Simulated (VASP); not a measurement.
A run of VASP 6.6.1:

Contents of INCAR:

```
SYSTEM = InSe
  ALGO = Normal
  EDIFF = 1E-7
  ENCUT = 520
  GGA = PS
  ISIF = 2
  ISMEAR = 0
  LASPH = .True.
  LCHARG = .True.
  LELF = .True.
  LREAL = .False.
  LVHAR = .True.
  LWAVE = .False.
  NBANDS = 48
  NELM = 100
  PREC = Accurate
  SIGMA = 0.05
```

Contents of KPOINTS:

```
k-points
0
Gamma
  8 8 4
  0 0 0
```

The input POSCAR:

```
InSe
1.0
    0.0000000000     -4.1105485043      0.0000000000
   -5.8749264423      2.0552742521      0.0052948673
    3.2102374046      0.0000000000     -8.5441807303
In Se
4 4
Direct
    0.1141973411      0.2283946822      0.4854730330
    0.1141973411      0.2283946822      0.9854730330
    0.8858026589      0.7716053178      0.0145269670
    0.8858026589      0.7716053178      0.5145269670
    0.3452787783      0.6905575567      0.1812566147
    0.3452787783      0.6905575567      0.6812566147
    0.6547212217      0.3094424433      0.3187433853
    0.6547212217      0.3094424433      0.8187433853
```

Potentials or basis: VASP PAW PBE potentials, release 64 (In_d, Se).

The run is started by

```sh
$ cat potpaw_PBE.64/In_d/POTCAR potpaw_PBE.64/Se/POTCAR > POTCAR
$ mpirun -np 1 vasp_std > vasp.out
```

Hardware: 1 thread of Intel(R) Xeon(R) Platinum 8488C (Sapphire Rapids), on a shared host.

Problem. How long does it take, and how much memory?

Solution. Run time: 16 min on 1 thread of Intel(R) Xeon(R) Platinum 8488C (Sapphire Rapids) (shared host), peak memory 0.71 GiB. Counts: scf iterations 16, k points 78.
